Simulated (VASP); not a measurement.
# CeO2 (Fm-3m) in VASP: further runs

Runs on CeO2. Level: PBEsol. Tasks: electric field gradients, vibrations by perturbation theory.

All numbers are computed with VASP 6.6.1; they aren't measurements. Logs are shortened: lines on timing, memory, paths and dates and some standing lists are left out, and cuts for length are marked.

## Step 1: The cell of the first run

The structure is cubic, space group Fm-3m (No. 225). Conventional cell: a = 5.398 Å, b = 5.398 Å, c = 5.398 Å, α = 90.00°, β = 90.00°, γ = 90.00°. Within 3.1 Å of Ce (site symmetry m-3m) lie 8 O at 2.34 Å. O (site symmetry -43m) has 4 Ce at 2.34 Å and 6 O at 2.70 Å within 3.1 Å.

## Step 2: Electric field gradients, PBEsol

Contents of INCAR:

```
SYSTEM = CeO2
PREC = Accurate ; ENCUT = 520
EDIFF = 1E-8 ; ISMEAR = 0
SIGMA = 0.05 ; LREAL = .False.
LASPH = .True. ; NELM = 80
ALGO = Normal ; ISIF = 2
LWAVE = .False. ; LCHARG = .False.
GGA = PS ; LEFG = .True.
NBANDS = 19
```

Contents of KPOINTS:

```
regular mesh
0
Gamma
  10 10 10
  0 0 0
```

Contents of POSCAR:

```
CeO2
1.0
    0.0000000000      2.6990111848      2.6990111848
    2.6990111848      0.0000000000      2.6990111848
    2.6990111848      2.6990111848      0.0000000000
Ce O
1 2
Direct
    0.0000000000      0.0000000000      0.0000000000
    0.2500000000      0.2500000000      0.2500000000
    0.7500000000      0.7500000000      0.7500000000
```

Potentials or basis: VASP PAW PBE potentials, release 64 (Ce, O).

Launch:

```sh
$ cat potpaw_PBE.64/Ce/POTCAR potpaw_PBE.64/O/POTCAR > POTCAR
$ mpirun -np 1 vasp_std > vasp.out
```

OUTCAR:

```text
SYSTEM = CeO2
   PREC = Accurate
   ENCUT = 520
   EDIFF = 1E-8
   ISMEAR = 0
   LREAL = .False.
   LASPH = .True.
   NELM = 80
   ISIF = 2
   GGA = PS

 ion  position               nearest neighbor table
   1  0.000  0.000  0.000-   3 2.34   3 2.34   3 2.34   2 2.34   3 2.34   2 2.34   2 2.34   2 2.34

   2  0.250  0.250  0.250-   1 2.34   1 2.34   1 2.34   1 2.34
   3  0.750  0.750  0.750-   1 2.34   1 2.34   1 2.34   1 2.34

  LATTYP: Found a face centered cubic cell.
 ALAT       =     5.3980223696

  Lattice vectors:

 A1 = (   0.0000000000,   2.6990111848,   2.6990111848)
 A2 = (   2.6990111848,   0.0000000000,   2.6990111848)
 A3 = (   2.6990111848,   2.6990111848,   0.0000000000)

Analysis of symmetry for initial positions (statically):
=====================================================================
 Subroutine PRICEL returns:
 Original cell was already a primitive cell.

 Routine SETGRP: Setting up the symmetry group for a
 face centered cubic supercell.

 Subroutine GETGRP returns: Found 48 space group operations
 (whereof 48 operations were pure point group operations)
 out of a pool of 48 trial point group operations.

The static configuration has the point symmetry O_h .

Analysis of symmetry for dynamics (positions and initial velocities):
=====================================================================
 Subroutine PRICEL returns:
 Original cell was already a primitive cell.

 Routine SETGRP: Setting up the symmetry group for a
 face centered cubic supercell.

 Subroutine GETGRP returns: Found 48 space group operations
 (whereof 48 operations were pure point group operations)
 out of a pool of 48 trial point group operations.

The dynamic configuration has the point symmetry O_h .

 Subroutine INISYM returns: Found 48 space group operations
 (whereof 48 operations are pure point group operations),
 and found     1 'primitive' translations

----------------------------------------------------------------------------------------

                                     Primitive cell

  volume of cell :      39.3228
[... 121 lines left out ...]
   LRPA    =     F    only Hartree local field effects (RPA)
 non-spin polarized calculation
 Gauss-broadening in eV      SIGMA  =   0.05
  energy-cutoff  :      520.00
  volume of cell :       39.32
 maximum number of plane-waves:      1073
   NGX = 15   NGY = 15   NGZ = 15

 number of electron      23.9999998 magnetization

 Free energy of the ion-electron system (eV)
  ---------------------------------------------------
  ext. energy  EPLUGINS =         0.00000000
  ---------------------------------------------------
  free energy    TOTEN  =       -27.54447169 eV

  energy without entropy =      -27.54447169  energy(sigma->0) =      -27.54447169

 E-fermi :   5.5244     XC(G=0): -11.6344

 val. band max:        5.2681784410   @ k =  -0.3000   0.3000   0.0000
 cond. band min:       7.2601578954   @ k =   0.5000   0.0000   0.0000
 fundamental gap:      1.9919794544
 Fermi energy:         5.5243922294

 k-point     1 :       0.0000    0.0000    0.0000
  band No.  band energies     occupation
      1     -27.1143      2.00000
      2     -10.9906      2.00000
      3     -10.0153      2.00000
      4      -9.2483      2.00000
      5      -9.2483      2.00000
      6      -9.2483      2.00000
[... 505 lines left out ...]
      6      -6.6195      2.00000
[... 11 lines left out ...]
     18       7.9216      0.00000
     19       8.2418      0.00000

 [... further k-points ...]
[... 5 lines left out ...]
  --------------------------------------------------------------------------------------
  -------------------------------------------------------------------------------------
  Total       -0.0057599     -0.0057599     -0.0057599      0.0000000      0.0000000      0.0000000
  in kB       -0.2346817     -0.2346817     -0.2346817      0.0000000      0.0000000      0.0000000
  external PRESSURE =      -0.2346817 kB  Pullay stress =       0.0000000 kB

 VOLUME and BASIS-vectors are now :
 -----------------------------------------------------------------------------
  energy-cutoff  :      520.00
  volume of cell :       39.32
      direct lattice vectors                 reciprocal lattice vectors
     0.000000000  2.699011185  2.699011185    -0.185253030  0.185253030  0.185253030
     2.699011185  0.000000000  2.699011185     0.185253030 -0.185253030  0.185253030
     2.699011185  2.699011185  0.000000000     0.185253030  0.185253030 -0.185253030

 POSITION                                       TOTAL-FORCE (eV/Angst)
 -----------------------------------------------------------------------------------
      0.00000      0.00000      0.00000         0.000000     -0.000000      0.000000
      1.34951      1.34951      1.34951        -0.000000     -0.000000     -0.000000
      4.04852      4.04852      4.04852         0.000000      0.000000      0.000000
 -----------------------------------------------------------------------------------
    total drift:                                0.000000      0.000000      0.000000

  FREE ENERGIE OF THE ION-ELECTRON SYSTEM (eV)
  ---------------------------------------------------
  free  energy   TOTEN  =       -27.5444716927 eV

  energy  without entropy=      -27.5444716927  energy(sigma->0) =      -27.54447169

 Electric field gradients (V/A^2)
---------------------------------------------------------------------
 ion       V_xx      V_yy      V_zz      V_xy      V_xz      V_yz
---------------------------------------------------------------------
   1      -0.000    -0.000    -0.000    -0.000    -0.000    -0.000
   2       0.000    -0.000    -0.000     0.004     0.004     0.004
   3       0.000    -0.000    -0.000     0.004     0.004     0.004
---------------------------------------------------------------------

 Electric field gradients after diagonalization (V/A^2)
 (convention: |V_zz| > |V_xx| > |V_yy|)
----------------------------------------------------------------------
 ion       V_xx      V_yy      V_zz     asymmetry (V_yy - V_xx)/ V_zz
----------------------------------------------------------------------
   1       0.000     0.000    -0.001       0.000
   2      -0.004    -0.004     0.008       0.000
   3      -0.004    -0.004     0.008       0.000
----------------------------------------------------------------------

           NMR quadrupolar parameters

 Cq : quadrupolar parameter    Cq=e*Q*V_zz/h
 eta: asymmetry parameters     (V_yy - V_xx)/ V_zz
 Q  : nuclear electric quadrupole moment in mb (millibarn)
----------------------------------------------------------------------
 ion       Cq(MHz)       eta       Q (mb)
----------------------------------------------------------------------
   1      -0.000       0.000       1.000
   2       0.000       0.000       1.000
   3       0.000       0.000       1.000
----------------------------------------------------------------------
```

Run time: 27 s. Hardware: 1 thread of Intel Xeon 6975P-C (Granite Rapids), shared host; peak memory 0.19 GiB.

What came out:

- Free energy: -27.5445 eV
- Pressure: 0.0 GPa
- Band gap on the k mesh: 1.99 eV (least direct gap 2.07 eV)
- Largest electric field gradient by atom: under 0.05 V/Å² on every atom

Levels at points of the mesh, in eV from the valence-band top:
```csv
k point,band 8,band 9,band 10,band 11,band 12,band 13,band 14,band 15,band 16,band 17
"(0.00, 0.00, 0.00)",-3.96,-3.96,-0.63,-0.63,-0.63,2.32,2.32,2.32,2.60,3.01
"(0.50, 0.00, 0.00)",-3.07,-1.28,-1.23,-0.80,-0.80,1.99,2.19,2.19,2.33,2.85
"(0.50, 0.50, 0.00)",-1.19,-1.19,-0.81,-0.81,-0.63,2.02,2.14,2.14,2.32,2.65
```

Caveat: the PAW data sets were made with another functional, which shifts forces and pressure a little; spin-orbit coupling is left out, which moves the levels of the heavy elements. Spin polarisation is off, so any magnetic state and its effect on volume and gap are missing.

## Step 3: Vibrations by perturbation theory, PBEsol

Contents of INCAR:

```
PREC     = Accurate       # precision mode
ENCUT    = 520            # plane-wave cutoff, eV
EDIFF    = 1E-8           # SCF threshold, eV
ISMEAR   = 0              # smearing method
SIGMA    = 0.05           # smearing width, eV
LREAL    = False          # projectors in reciprocal space
LASPH    = True           # aspherical terms in the spheres
NELM     = 80             # most SCF steps
ALGO     = Normal         # electronic algorithm
ISIF     = 2              # what is computed and relaxed
LWAVE    = False          # write WAVECAR
LCHARG   = False          # write CHGCAR
GGA      = PS             # functional
NBANDS   = 19             # bands
IBRION   = 8              # ionic algorithm
NSW      = 1              # ionic steps
```

Contents of KPOINTS:

```
regular mesh
0
Gamma
  8 8 8
```

POSCAR is that of step 2.

Potentials or basis: VASP PAW PBE potentials, release 64 (Ce, O).

Launch:

```sh
$ cat potpaw_PBE.64/Ce/POTCAR potpaw_PBE.64/O/POTCAR > POTCAR
$ mpirun -np 1 vasp_std > vasp.out
```

OUTCAR:

```text
PREC = Accurate
   ENCUT = 520
   EDIFF = 1E-8
   ISMEAR = 0
   LREAL = False
   LASPH = True
   NELM = 80
   ISIF = 2
   GGA = PS
   IBRION = 8
   NSW = 1

 ion  position               nearest neighbor table
   1  0.000  0.000  0.000-   3 2.34   3 2.34   3 2.34   2 2.34   3 2.34   2 2.34   2 2.34   2 2.34

   2  0.250  0.250  0.250-   1 2.34   1 2.34   1 2.34   1 2.34
   3  0.750  0.750  0.750-   1 2.34   1 2.34   1 2.34   1 2.34

  LATTYP: Found a face centered cubic cell.
 ALAT       =     5.3980223696

  Lattice vectors:

 A1 = (   0.0000000000,   2.6990111848,   2.6990111848)
 A2 = (   2.6990111848,   0.0000000000,   2.6990111848)
 A3 = (   2.6990111848,   2.6990111848,   0.0000000000)

Analysis of symmetry for initial positions (statically):
=====================================================================
 Subroutine PRICEL returns:
 Original cell was already a primitive cell.

 Routine SETGRP: Setting up the symmetry group for a
 face centered cubic supercell.

 Subroutine GETGRP returns: Found 48 space group operations
 (whereof 48 operations were pure point group operations)
 out of a pool of 48 trial point group operations.

The static configuration has the point symmetry O_h .

Analysis of symmetry for dynamics (positions and initial velocities):
=====================================================================
 Subroutine PRICEL returns:
 Original cell was already a primitive cell.

 Routine SETGRP: Setting up the symmetry group for a
 face centered cubic supercell.

 Subroutine GETGRP returns: Found 48 space group operations
 (whereof 48 operations were pure point group operations)
 out of a pool of 48 trial point group operations.

The dynamic configuration has the point symmetry O_h .

 Subroutine INISYM returns: Found 48 space group operations
 (whereof 48 operations are pure point group operations),
 and found     1 'primitive' translations

----------------------------------------------------------------------------------------

                                     Primitive cell

  volume of cell :      39.3228

  direct lattice vectors                    reciprocal lattice vectors
     0.000000000  2.699011185  2.699011185    -0.185253030  0.185253030  0.185253030
     2.699011185  0.000000000  2.699011185     0.185253030 -0.185253030  0.185253030
     2.699011185  2.699011185  0.000000000     0.185253030  0.185253030 -0.185253030

  length of vectors
[... 142 lines left out ...]
  band No.  band energies     occupation
      1     -27.1143      2.00000
      2     -10.9906      2.00000
      3     -10.0153      2.00000
      4      -9.2482      2.00000
      5      -9.2482      2.00000
      6      -9.2482      2.00000
[... 505 lines left out ...]
      6      -7.1299      2.00000
[... 11 lines left out ...]
     18       7.8934      0.00000
     19       8.3188      0.00000

 [... further k-points ...]
[... 5 lines left out ...]
  --------------------------------------------------------------------------------------
  -------------------------------------------------------------------------------------
  Total       -0.0069597     -0.0069597     -0.0069597      0.0000000      0.0000000      0.0000000
  in kB       -0.2835683     -0.2835683     -0.2835683      0.0000000      0.0000000      0.0000000
  external PRESSURE =      -0.2835683 kB  Pullay stress =       0.0000000 kB

 VOLUME and BASIS-vectors are now :
 -----------------------------------------------------------------------------
  energy-cutoff  :      520.00
  volume of cell :       39.32
      direct lattice vectors                 reciprocal lattice vectors
     0.000000000  2.699011185  2.699011185    -0.185253030  0.185253030  0.185253030
     2.699011185  0.000000000  2.699011185     0.185253030 -0.185253030  0.185253030
     2.699011185  2.699011185  0.000000000     0.185253030  0.185253030 -0.185253030

 POSITION                                       TOTAL-FORCE (eV/Angst)
 -----------------------------------------------------------------------------------
      0.00000      0.00000      0.00000         0.000000      0.000000      0.000000
      1.34951      1.34951      1.34951         0.000000      0.000000     -0.000000
      4.04852      4.04852      4.04852        -0.000000     -0.000000      0.000000
 -----------------------------------------------------------------------------------
    total drift:                                0.000000      0.000000      0.000000

  FREE ENERGIE OF THE ION-ELECTRON SYSTEM (eV)
  ---------------------------------------------------
  free  energy   TOTEN  =       -27.5445000835 eV

  energy  without entropy=      -27.5445000835  energy(sigma->0) =      -27.54450008

[... ionic steps 2 to 3 ...]

--------------------------------------- Ionic step        4  -------------------------------------------

------------------------ aborting loop because EDIFF is reached ----------------------------------------

[... ionic steps 5 to 6 ...]

--------------------------------------- Ionic step        7  -------------------------------------------

 Free energy of the ion-electron system (eV)
  ---------------------------------------------------
  ---------------------------------------------------
  free energy    TOTEN  =        -0.36669698 eV

  energy without entropy =       -0.36669698

------------------------ aborting loop because EDIFF is reached ----------------------------------------

 INTERNAL STRAIN TENSOR  FOR ION    2  DIRECTION 1   (eV/Angst):
 -----------------------------------------------------------------------------
    -0.01776 -0.00000  0.00000
    -0.00000 -0.01843 -1.78953
     0.00000 -1.78953 -0.01843

 INTERNAL STRAIN TENSOR FOR ION    3 for displacements in x,y,z  (eV/Angst):
          X           Y           Z          XY          YZ          ZX
  --------------------------------------------------------------------------------
  x    -0.00000     0.00000     0.00000    -0.00000     1.78953    -0.00000
  y     0.00000    -0.00000     0.00000    -0.00000     0.00000     1.78953
  z     0.00000     0.00000    -0.00000     1.78953    -0.00000     0.00000

 SECOND DERIVATIVES (NOT SYMMETRIZED)
 ------------------------------------
               1X          1Y          1Z          2X          2Y          2Z          3X          3Y          3Z
  1X    -8.260337    0.000000    0.000000    4.130168    0.000000    0.000000    4.130168    0.000000    0.000000
  1Y     0.000000   -8.260337    0.000000    0.000000    4.130168    0.000000    0.000000    4.130168    0.000000
  1Z     0.000000    0.000000   -8.260337    0.000000    0.000000    4.130168    0.000000    0.000000    4.130168
  2X     3.753156    0.000000    0.000000   -7.421154    0.000000    0.000000    3.667998    0.000000    0.000000
  2Y     0.000000    3.753156    0.000000    0.000000   -7.421154    0.000000    0.000000    3.667998    0.000000
  2Z     0.000000    0.000000    3.753156    0.000000    0.000000   -7.421154    0.000000    0.000000    3.667998
  3X     3.753156    0.000000    0.000000    3.667998    0.000000    0.000000   -7.421154    0.000000    0.000000
  3Y     0.000000    3.753156    0.000000    0.000000    3.667998    0.000000    0.000000   -7.421154    0.000000
  3Z     0.000000    0.000000    3.753156    0.000000    0.000000    3.667998    0.000000    0.000000   -7.421154

 Eigenvectors and eigenvalues of the dynamical matrix
 ----------------------------------------------------

   1 f  =   13.014872 THz    81.774852 2PiTHz  434.129398 cm-1    53.825161 meV
             X         Y         Z           dx          dy          dz
      0.000000  0.000000  0.000000     0.000000   -0.000000   -0.000000
      1.349506  1.349506  1.349506     0.695358   -0.128361    0.000000
      4.048517  4.048517  4.048517    -0.695358    0.128361    0.000000
[... 43 lines left out ...]
   9 f/i=    0.162437 THz     1.020624 2PiTHz    5.418326 cm-1     0.671786 meV
             X         Y         Z           dx          dy          dz
      0.000000  0.000000  0.000000    -0.044586    0.097612    0.887365
      1.349506  1.349506  1.349506    -0.015816    0.034626    0.314777
      4.048517  4.048517  4.048517    -0.015816    0.034626    0.314777

--------------------------------------------------------------------------------------------------------

 ELASTIC MODULI CONTR FROM IONIC RELAXATION (kBar)
 Direction    XX          YY          ZZ          XY          YZ          ZX
 --------------------------------------------------------------------------------
 XX          -0.0000     -0.0000     -0.0000      0.0000      0.0000      0.0000
 YY           0.0000     -0.0000      0.0000     -0.0000     -0.0000      0.0000
 ZZ          -0.0000      0.0000     -0.0000      0.0000      0.0000     -0.0000
 XY           0.0000     -0.0000      0.0000    -23.5329     -0.0000      0.0000
 YZ           0.0000      0.0000      0.0000     -0.0000    -23.5329     -0.0000
 ZX          -0.0000      0.0000     -0.0000      0.0000      0.0000    -23.5329
 --------------------------------------------------------------------------------
```

It took 2.1 min on 1 thread of Intel Xeon 6975P-C (Granite Rapids), shared host; peak memory 0.31 GiB.

Results:

```
Highest phonon frequency at Γ, LO-TO splitting left out : 434 cm⁻¹
```

Phonon frequencies in cm⁻¹ (negative: imaginary):
```
              q point                       frequencies
(0.000, 0.000, 0.000)  -5 -5 -5 283 283 283 434 434 434
```

Caveat: the PAW data sets were made with another functional, which shifts forces and pressure a little; spin-orbit coupling is left out, which moves the levels of the heavy elements; the run has no spin polarisation, though such a crystal can be magnetic. Spin polarisation is off, so any magnetic state and its effect on volume and gap are missing.
